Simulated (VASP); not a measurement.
Set up this calculation in VASP 6.6.1, as the native input.

| Item | Value |
| --- | --- |
| Task | single point |
| Functional | LDA |
| Potentials or basis | VASP PAW LDA potentials, release 64 (Ge_d) |
| Cutoff | 520 eV |
| k mesh | 11 × 11 × 11 |
| Occupations | fermi-dirac, width 0.1 eV |
| Spin | no spin polarisation |
| Dipole correction | no |
| Further INCAR settings | ALGO = Normal; EDIFF = 1e-07; NBANDS = 21 |

The structure of Ge lies in POSCAR:

```
Ge
1.0
   -2.5395053008      2.6971725716      1.4620546264
    2.5395053008     -2.6971725716      1.4620546264
    2.5395053008      2.6971725716     -1.4620546264
Ge
2
Direct
    0.1859400000      0.9359400000      0.2500000000
    0.8140600000      0.0640600000      0.7500000000
```

These files were run (other wordings do the same):

INCAR

```
SYSTEM = Ge
PREC = Accurate ; ENCUT = 520
EDIFF = 1E-7 ; ISMEAR = -1
SIGMA = 0.1 ; LREAL = .FALSE.
LASPH = .TRUE. ; NELM = 60
ALGO = Normal ; ISIF = 2
LWAVE = .FALSE. ; LCHARG = .TRUE.
LELF = .TRUE. ; LVHAR = .TRUE.
NBANDS = 21
```

KPOINTS

```
Automatic mesh
0
G
  11 11 11
  0 0 0
```

Potentials or basis: VASP PAW LDA potentials, release 64 (Ge_d).

Command:

```console
$ cat potpaw_LDA.64/Ge_d/POTCAR > POTCAR
$ mpirun -np 1 vasp_std > vasp.out
```

Results of the run:

```json
{"Pressure": "-7.0 GPa", "Largest force": "0.060 eV/Å", "Band gap on the k mesh": "zero (band 14 reaches 7.55 eV, above the bottom of band 15 at 2.82 eV)"}
```

It took 2.3 min on 1 thread of Intel(R) Xeon(R) Platinum 8124M CPU @ 3.00GHz (Skylake/Cascade Lake), with other jobs on the host, peak memory 0.25 GiB.
